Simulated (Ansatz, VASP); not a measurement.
InTe4W in VASP and in Ansatz

```xyz
6
Lattice="4.7202 0.0000 0.0000 0.0000 4.7202 0.0000 0.0000 0.0000 6.7929" Properties=species:S:1:pos:R:3 pbc="T T T"
In    0.0000    0.0000    0.0000
Te    2.3601    0.0000    4.9775
Te    0.0000    2.3601    1.8154
Te    2.3601    0.0000    1.8154
Te    0.0000    2.3601    4.9775
W     2.3601    2.3601    3.3964
```

Change from the starting cell: species swapped into the NaHoF4 type (P4/mmm, No. 123).

Alike in both runs: task relaxation of cell and atoms; functional PBE; k mesh 4 × 4 × 4; occupations gaussian, width 0.1 eV; no spin polarisation.

```csv
,VASP,Ansatz
version,VASP 6.6.1,Ansatz 0.2.0
potentials or method,"VASP PAW PBE potentials, release 64 (In_d, Te, W_sv), cutoff 600 eV","scalar-relativistic, plane waves, PAW"
valence electrons in the cell,51,91
```

|  | VASP | Ansatz | Ansatz less VASP |
| --- | --- | --- | --- |
| gap on the k mesh at the Fermi level, each at its own relaxed structure (eV) | none | none | - |
| relaxed volume (Å³/atom) | 28.88 | 28.81 | -0.077 |
| relaxed cell length with the largest relative difference (Å) | 4.841 | 4.833 | -0.0085 |

A gap of «none» marks a metal or a gap that the smearing closes. VASP's potentials hold 51 valence electrons a cell and Ansatz's 91, so a difference there can come from the potentials and not from the codes.

Spin-orbit coupling is off throughout.
